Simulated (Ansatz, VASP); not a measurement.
# TiC: VASP beside Ansatz

```
Ti C
1.0
     0.00000    2.16572    2.16572
     2.16572    0.00000    2.16572
     2.16572    2.16572    0.00000
Ti C
1 1
Direct
  0.00000 0.00000 0.00000
  0.50000 0.50000 0.50000
```

Alike in both runs: functional RPBE; k mesh 11 × 11 × 11; occupations fermi-dirac, width 0.05 eV; no spin polarisation.

|  | VASP | Ansatz |
| --- | --- | --- |
| version | VASP 6.6.1 | Ansatz 0.2.0 |
| potentials or method | VASP PAW PBE potentials, release 64 (Ti_sv, C), cutoff 520 eV | all-electron LAPW, scalar-relativistic |
| task | single point | band structure |

```csv
,VASP,Ansatz,Ansatz less VASP
gap on the k mesh at the Fermi level (eV),none,none,-
pressure (GPa),5.0,4.8,-0.28
```

VASP's potentials were made for PBE, not for RPBE. A gap of «none» marks a metal or a gap that the smearing closes. Ansatz ran all-electron here, and VASP with PAW potentials.
